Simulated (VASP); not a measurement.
# Sb in VASP: single point with PBE+D3(BJ)

Aim: the single point of Sb with PBE+D3(BJ).

Program: VASP 6.6.1. These are calculated values, not measurements. Logs are shortened: lines on timing, memory, paths and dates and some standing lists are left out, and cuts for length are marked.

**1. The cell of the first run**

The cell holds a sheet with vacuum, 2 atoms: a = 4.068 Å, b = 4.068 Å, c = 27.100 Å, α = 90.00°, β = 90.00°, γ = 120.00°.

**2. Single point, PBE+D3(BJ)**

File INCAR:

```
  PREC = Accurate
  ENCUT = 400
  EDIFF = 1E-6
  ISMEAR = 0
  SIGMA = 0.03
  LREAL = F
  LASPH = T
  NELM = 120
  ALGO = Normal
  ISIF = 2
  LWAVE = F
  LCHARG = T
  LDIPOL = T
  IDIPOL = 3
  DIPOL = 0.5 0.5 0.289
  GGA = PE
  IVDW = 12
  LELF = T
  LVHAR = T
  LVACPOTAV = T
  NBANDS = 12
  GGA_COMPAT = F
  NELMDL = -8
```

File KPOINTS:

```
Automatic mesh
0
Gamma
  12 12 1
```

File POSCAR:

```
Sb
1.0
    4.0684996917      0.0000000000      0.0000000000
   -2.0342498459      3.5234240883      0.0000000000
    0.0000000000      0.0000000000     27.1000000030
Sb
2
Direct
    0.3333333333      0.6666666667      0.2583030156
    0.6666666667      0.3333333333      0.3191877592
```

Potentials or basis: VASP PAW PBE potentials, release 64 (Sb).

Command:

```bash
> cat potpaw_PBE.64/Sb/POTCAR > POTCAR
> mpirun -np 1 vasp_std > vasp.out
```

OUTCAR:

```text
PREC = Accurate
   ENCUT = 400
   EDIFF = 1E-6
   ISMEAR = 0
   LREAL = F
   LASPH = T
   NELM = 120
   ISIF = 2
   GGA = PE
   IVDW = 12
   NELMDL = -8
 IVDW          = 12

 ion  position               nearest neighbor table
   1  0.333  0.667  0.258-   2 2.87   2 2.87   2 2.87
   2  0.667  0.333  0.319-   1 2.87   1 2.87   1 2.87

  LATTYP: Found a hexagonal cell.
 ALAT       =     4.0684996917
 C/A-ratio  =     6.6609320527

  Lattice vectors:

 A1 = (   4.0684996917,   0.0000000000,   0.0000000000)
 A2 = (  -2.0342498459,   3.5234240883,   0.0000000000)
 A3 = (   0.0000000000,   0.0000000000,  27.1000000030)

Analysis of symmetry for initial positions (statically):
=====================================================================
 Subroutine PRICEL returns:
 Original cell was already a primitive cell.

 Routine SETGRP: Setting up the symmetry group for a
 hexagonal supercell.

 Subroutine GETGRP returns: Found 12 space group operations
 (whereof  6 operations were pure point group operations)
 out of a pool of 24 trial point group operations.

The static configuration has the point symmetry C_3v.
 The point group associated with its full space group is D_3d.

Analysis of symmetry for dynamics (positions and initial velocities):
=====================================================================
 Subroutine PRICEL returns:
 Original cell was already a primitive cell.

 Routine SETGRP: Setting up the symmetry group for a
 hexagonal supercell.

 Subroutine GETGRP returns: Found 12 space group operations
 (whereof  6 operations were pure point group operations)
 out of a pool of 24 trial point group operations.

The dynamic configuration has the point symmetry C_3v.
 The point group associated with its full space group is D_3d.

 Subroutine INISYM returns: Found 12 space group operations
 (whereof  6 operations are pure point group operations),
 and found     1 'primitive' translations

----------------------------------------------------------------------------------------

                                     Primitive cell

  volume of cell :     388.4799

  direct lattice vectors                    reciprocal lattice vectors
     4.068499692  0.000000000  0.000000000     0.245790851  0.141907414  0.000000000
    -2.034249846  3.523424088  0.000000000     0.000000000  0.283814828  0.000000000
     0.000000000  0.000000000 27.100000003     0.000000000  0.000000000  0.036900369

  length of vectors
     4.068499692  4.068499692 27.100000003     0.283814828  0.283814828  0.036900369

  position of ions in fractional coordinates (direct lattice)
     0.333333333  0.666666667  0.258303016
     0.666666667  0.333333333  0.319187759

  ion indices of the primitive-cell ions
   primitive index   ion index
                 1           1
                 2           2

----------------------------------------------------------------------------------------

 KPOINTS: Automatic mesh

Automatic generation of k-mesh.
 Grid dimensions read from file:
 generate k-points for:   12   12    1

 Generating k-lattice:

  Cartesian coordinates                     Fractional coordinates (reciprocal lattice)
     0.020482571  0.011825618  0.000000000     0.083333333  0.000000000  0.000000000
     0.000000000  0.023651236  0.000000000     0.000000000  0.083333333  0.000000000
     0.000000000  0.000000000  0.036900369     0.000000000  0.000000000  1.000000000

  Length of vectors
     0.023651236  0.023651236  0.036900369

  Shift w.r.t. Gamma in fractional coordinates (k-lattice)
     0.000000000  0.000000000  0.000000000

 Subroutine IBZKPT returns following result:
 ===========================================

 Found     19 irreducible k-points:

 Following reciprocal coordinates:
            Coordinates               Weight
  0.000000  0.000000  0.000000      1.000000
  0.083333  0.000000  0.000000      6.000000
  0.166667  0.000000  0.000000      6.000000
  0.250000  0.000000  0.000000      6.000000
  0.333333  0.000000  0.000000      6.000000
  0.416667  0.000000  0.000000      6.000000
[... 11 lines left out ...]
  0.333333  0.250000  0.000000     12.000000
  0.333333  0.333333  0.000000      2.000000
   k-points           NKPTS =     19   k-points in BZ     NKDIM =     19   number of bands    NBANDS=     12
   number of dos      NEDOS =    301   number of ions     NIONS =      2
   total plane-waves  NPLWV = 141120
   dimension x,y,z NGX =    28 NGY =   28 NGZ =  180
   dimension x,y,z NGXF=    56 NGYF=   56 NGZF=  360
   ions per type =               2
   NGX,Y,Z   is equivalent  to a cutoff of  11.44, 11.44, 11.04 a.u.
   NGXF,Y,Z  is equivalent  to a cutoff of  22.88, 22.88, 22.08 a.u.
 SYSTEM =  unknown system
   PREC   = accura    normal or accurate (medium, high low for compatibility)
   ISTART =      0    job   : 0-new  1-cont  2-samecut
   ICHARG =      2    charge: 1-file 2-atom 10-const
   ISPIN  =      1    spin polarized calculation?
   LNONCOLLINEAR =      F non collinear calculations
   LSORBIT =      F    spin-orbit coupling
   LASPH  =      T    aspherical Exc in radial PAW
   ENCUT  =  400.0 eV  29.40 Ry    5.42 a.u.   6.63  6.63 44.19*2*pi/ulx,y,z
   NELM   =    120;   NELMIN=  2; NELMDL= -8     # of ELM steps
   EDIFF  = 0.1E-05   stopping-criterion for ELM
   LREAL  =      F    real-space projection
   EDIFFG = 0.1E-04   stopping-criterion for IOM
   NSW    =      0    number of steps for IOM
   IBRION =     -1    ionic relax: 0-MD 1-quasi-New 2-CG
   NFREE  =      0    steps in history (QN), initial steepest desc. (CG)
   ISIF   =      2    stress and relaxation
   ISYM   =      2    0-nonsym 1-usesym 2-fastsym
   POTIM  = 0.5000    time-step for ionic-motion
   TEBEG  =    0.0;   TEEND  =   0.0 temperature during run
   PSTRESS=    0.0 pullay stress
   NELECT =      10.0000    total number of electrons
   NUPDOWN=      -1.0000    fix difference up-down
   EMIN   =  10.00;   EMAX   =-10.00  energy-range for DOS
   EFERMI =   0.00;   METHOD = LEGACY
   ISMEAR =     0;   SIGMA  =   0.03  broadening in eV -4-tet -1-fermi 0-gaus
   EFERMI_NEDOS =   21; number of points for ismear=-14 and -15
   IALGO  =     38    algorithm
   IMIX   =      4    mixing-type and parameters
     AMIX     =   0.40;   BMIX     =  1.00
     AMIX_MAG =   1.60;   BMIX_MAG =  1.00
  volume/ion in A,a.u.               =     194.24      1310.80
  Fermi-wavevector in a.u.,A,eV,Ry     =   0.483376  0.913449  3.179037  0.233653
  Thomas-Fermi vector in A             =   1.482506
   LORBIT       =      0    0 simple, 1 ext, 2 COOP (PROOUT), +10 PAW based schemes
   GGA     = PE    functional components
   LHFCALC =     F    Hartree Fock is set to
   AEXX    =    0.0000 exact exchange contribution
   IVDW    =    12    specifies the selected vdW correction
   LEPSILON=     F    determine dielectric tensor
   LRPA    =     F    only Hartree local field effects (RPA)
 non-spin polarized calculation
 Gauss-broadening in eV      SIGMA  =   0.03
  energy-cutoff  :      400.00
  volume of cell :      388.48
 maximum number of plane-waves:      7125
 NGX is ok and might be reduce to    28
   NGX = 13   NGY = 13   NGZ = 89

 dipolmoment           0.000000      0.000000      0.000001 electrons x Angstroem

 number of electron      10.0000000 magnetization

 dipolmoment           0.000000      0.000000     -0.000000 electrons x Angstroem

 Free energy of the ion-electron system (eV)
  ---------------------------------------------------
  ext. energy  EPLUGINS =         0.00000000
  ---------------------------------------------------
  free energy    TOTEN  =        -8.10045030 eV

  energy without entropy =       -8.10045030  energy(sigma->0) =       -8.10045030

 E-fermi :  -2.8347     XC(G=0):  -2.0127

 val. band max:       -2.9640640461   @ k =   0.0000   0.0000   0.0000
 cond. band min:      -1.7763528183   @ k =   0.3333   0.0000   0.0000
 fundamental gap:      1.1877112278
 Fermi energy:        -2.8347471551

 k-point     1 :       0.0000    0.0000    0.0000
  band No.  band energies     occupation
      1     -14.4602      2.00000
      2      -9.3911      2.00000
      3      -3.7289      2.00000
      4      -2.9641      2.00000
      5      -2.9641      2.00000
      6      -1.3269      0.00000
      7      -0.1653      0.00000
      8      -0.1653      0.00000
      9       1.2221      0.00000
     10       1.4941      0.00000
     11       1.9360      0.00000
     12       2.2248      0.00000

 k-point     2 :       0.0833    0.0000    0.0000
  band No.  band energies     occupation
      1     -14.3839      2.00000
      2      -9.3821      2.00000
      3      -3.7190      2.00000
      4      -3.6915      2.00000
      5      -3.1430      2.00000
      6      -0.8446      0.00000
      7      -0.2474      0.00000
      8       0.0043      0.00000
      9       1.3295      0.00000
     10       1.5796      0.00000
     11       2.0192      0.00000
     12       2.3113      0.00000

 k-point     3 :       0.1667    0.0000    0.0000
  band No.  band energies     occupation
      1     -14.1573      2.00000
      2      -9.3897      2.00000
      3      -4.8404      2.00000
      4      -3.6130      2.00000
      5      -3.5379      2.00000
      6      -1.2128      0.00000
      7       0.3268      0.00000
      8       0.3602      0.00000
      9       1.5824      0.00000
     10       1.8347      0.00000
     11       2.2615      0.00000
     12       2.5577      0.00000
[... 211 lines left out ...]
 k-point    18 :       0.3333    0.2500    0.0000
  band No.  band energies     occupation
      1     -12.0621      2.00000
      2     -11.0638      2.00000
      3      -6.4706      2.00000
      4      -5.2441      2.00000
      5      -4.5267      2.00000
      6      -1.3991      0.00000
      7       0.1683      0.00000
      8       0.6911      0.00000
      9       3.2754      0.00000
     10       3.7966      0.00000
     11       4.0756      0.00000
     12       4.5155      0.00000

 k-point    19 :       0.3333    0.3333    0.0000
  band No.  band energies     occupation
      1     -11.5503      2.00000
      2     -11.5503      2.00000
      3      -6.6487      2.00000
      4      -4.8763      2.00000
      5      -4.8763      2.00000
      6      -1.6079      0.00000
      7       0.5577      0.00000
      8       0.5577      0.00000
      9       3.5643      0.00000
     10       4.3581      0.00000
     11       4.3581      0.00000
     12       4.8152      0.00000

------------------------ aborting loop because EDIFF is reached ----------------------------------------

 vacuum level on the upper side and lower side of the slab       (xc-potential included)        -0.126        -0.127

 Edisp (eV)   -0.47323

 E8    (eV) :    -0.2355

  FORCE on cell =-STRESS in cart. coord.  units (eV):
  Direction    XX          YY          ZZ          XY          YZ          ZX
  --------------------------------------------------------------------------------------
  -------------------------------------------------------------------------------------
  Total       0.02146     0.02146     0.14379    -0.00000     0.00000     0.00000
  in kB       0.08851     0.08851     0.59301    -0.00000     0.00000     0.00000
  external pressure =        0.26 kB  Pullay stress =        0.00 kB

 VOLUME and BASIS-vectors are now :
 -----------------------------------------------------------------------------
  energy-cutoff  :      400.00
  volume of cell :      388.48
      direct lattice vectors                 reciprocal lattice vectors
     4.068499692  0.000000000  0.000000000     0.245790851  0.141907414  0.000000000
    -2.034249846  3.523424088  0.000000000     0.000000000  0.283814828  0.000000000
     0.000000000  0.000000000 27.100000003     0.000000000  0.000000000  0.036900369

 POSITION                                       TOTAL-FORCE (eV/Angst)
 -----------------------------------------------------------------------------------
     -0.00000      2.34895      7.00001         0.000000      0.000000     -0.090765
      2.03425      1.17447      8.64999        -0.000000     -0.000000      0.090765
 -----------------------------------------------------------------------------------
    total drift:                                0.000000     -0.000000     -0.000003

  FREE ENERGIE OF THE ION-ELECTRON SYSTEM (eV)
  ---------------------------------------------------
  free  energy   TOTEN  =        -8.5736824368 eV

  energy  without entropy=       -8.5736824368  energy(sigma->0) =       -8.57368244

 vacuum level on the upper side and lower side of the slab         1.773         1.773
```

Wall time 2 min (1 thread of Intel Xeon Platinum 8259CL at 2.50GHz (Skylake/Cascade Lake), shared host); peak memory 0.36 GiB.

What came out:

- Free energy: -8.5737 eV
- Largest force: 0.091 eV/Å
- Band gap on the k mesh: 1.19 eV, indirect (least direct gap 1.64 eV)
- Dispersion energy per atom: -0.237 eV
- Ionisation potential of the upper face: 4.74 eV

Forces on the atoms (eV/Å):
```
Sb   0.000  0.000 -0.091
Sb   0.000  0.000  0.091
```

Caveat: spin-orbit coupling is left out, which moves the levels of the heavy elements.
